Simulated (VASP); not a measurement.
CdTe: single point with PBE

Crystal: CdTe.

```
CELL_PARAMETERS angstrom
0.00000 3.20500 3.20500
3.20500 0.00000 3.20500
3.20500 3.20500 0.00000
ATOMIC_POSITIONS crystal
Te 0.75000 0.75000 0.75000
Cd 0.00000 0.00000 0.00000
```

- Program: VASP 6.6.1
- Task: single point
- Functional: PBE
- Potentials or basis: VASP PAW PBE potentials, release 64 (Te, Cd)
- Cutoff: 520 eV
- k mesh: 5 × 5 × 5
- Occupations: fermi-dirac, width 0.04 eV
- Spin: no spin polarisation
- Dipole correction: no
- Further INCAR settings: ALGO = Normal; EDIFF = 1e-06; NBANDS = 16

```yaml
Pressure: 4.5 GPa
Band_gap_on_the_k_mesh: 0.87 eV, direct
```

Levels at points of the mesh, in eV from the valence-band top:
```
           k point  band 6  band 7  band 8  band 9  band 10  band 11  band 12  band 13
(0.00, 0.00, 0.00)   -8.13    0.00    0.00    0.00     0.87     4.57     4.57     4.57
```

It took 36 s on 1 thread of AMD EPYC 7R13 Processor (Zen 3) (shared host), peak memory 0.17 GiB.

Caveat: spin-orbit coupling is left out, which moves the levels of the heavy elements. Expect the measured gap to be larger: semilocal functionals such as PBE lack the derivative discontinuity.
